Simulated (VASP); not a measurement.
A run of VASP 6.6.1 is set up as follows.

INCAR

```
PREC     = Accurate       # precision mode
ENCUT    = 520            # plane-wave cutoff, eV
EDIFF    = 1E-7           # SCF threshold, eV
ISMEAR   = 0              # smearing method
SIGMA    = 0.1            # smearing width, eV
LREAL    = F              # projectors in reciprocal space
LASPH    = T              # aspherical terms in the spheres
NELM     = 100            # most SCF steps
ALGO     = Normal         # electronic algorithm
ISIF     = 2              # what is computed and relaxed
LWAVE    = F              # write WAVECAR
LCHARG   = T              # write CHGCAR
GGA      = PE             # functional
LELF     = T              # ELF
LVHAR    = T            
NBANDS   = 21             # bands
```

The input KPOINTS:

```
regular mesh
0
Gamma
  10 10 10
```

Contents of POSCAR:

```
HfSi4
1.0
   -2.5377299032      2.5377299032      3.9719389589
    2.5377299032     -2.5377299032      3.9719389589
    2.5377299032      2.5377299032     -3.9719389589
Hf Si
1 4
Direct
    0.0000000000      0.0000000000      0.0000000000
    0.3472545922      0.3472545922      0.0000000000
    0.6527454078      0.6527454078      0.0000000000
    0.5000000000      0.0000000000      0.5000000000
    0.0000000000      0.5000000000      0.5000000000
```

Potentials or basis: VASP PAW PBE potentials, release 64 (Hf_pv, Si).

Run with:

```bash
$ cat potpaw_PBE.64/Hf_pv/POTCAR potpaw_PBE.64/Si/POTCAR > POTCAR
$ mpirun -np 1 vasp_std > vasp.out
```

Question: What does it give for the pressure?

Answer: 0.1 GPa.

Question: Predict the band gap on the k mesh.

Answer: Zero (bands 13 and 14 overlap by 1.62 eV).

Forces in eV/Å, atoms in the order of the input:
```
Hf   0.000  0.000  0.000
Si   0.000  0.000  0.019
Si   0.000  0.000 -0.019
Si   0.000  0.000  0.000
Si   0.000  0.000  0.000
```

Caveat: spin-orbit coupling is left out, which moves the levels of the heavy elements.
